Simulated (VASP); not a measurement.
A run of VASP 6.6.1 is set up as follows.

INCAR

```
SYSTEM = MoS2
  ALGO = Normal
  EDIFF = 1E-6
  ENCUT = 520
  GGA = PS
  ISIF = 2
  ISMEAR = 0
  LASPH = .True.
  LCHARG = .True.
  LELF = .True.
  LREAL = .False.
  LVHAR = .True.
  LWAVE = .False.
  NBANDS = 35
  NELM = 60
  PREC = Accurate
  SIGMA = 0.1
```

Contents of KPOINTS:

```
k-points
0
Gamma
  7 7 2
  0 0 0
```

The input POSCAR:

```
MoS2
1.0
    3.1690000000      0.0000000000      0.0000000000
   -1.5845000000      2.7444345046      0.0000000000
    0.0000000000      0.0000000000     12.3240000000
Mo S
2 4
Direct
    0.6827430000      0.3398180000      0.7520050000
    0.3392490000      0.6523370000      0.2513720000
    0.6668130000      0.3413290000      0.3788180000
    0.3283820000      0.6473120000      0.8791640000
    0.6719700000      0.3412700000      0.1236710000
    0.3459790000      0.6701320000      0.6228060000
```

Potentials or basis: VASP PAW PBE potentials, release 64 (Mo_sv, S).

Run with:

```bash
$ cat potpaw_PBE.64/Mo_sv/POTCAR potpaw_PBE.64/S/POTCAR > POTCAR
$ mpirun -np 1 vasp_std > vasp.out
```

Task: What does it give for the band gap on the k mesh?

Result: 0.91 eV (least direct gap 1.76 eV).

Task: What does it give for the largest force?

Result: 1.478 eV/Å.

Task: Predict the pressure.

Result: -3.7 GPa.

Forces in eV/Å, atoms in the order of the input:
```
Mo  -0.324 -0.750 -0.412
Mo  -0.896  1.174 -0.062
S    0.532 -0.592 -0.345
S    0.263  0.643 -0.335
S    0.368 -0.581  0.407
S    0.057  0.107  0.747
```

Caveat: the cell stands under tension; the PAW data sets were made with another functional, which shifts forces and pressure a little. A k mesh can miss the band edges.
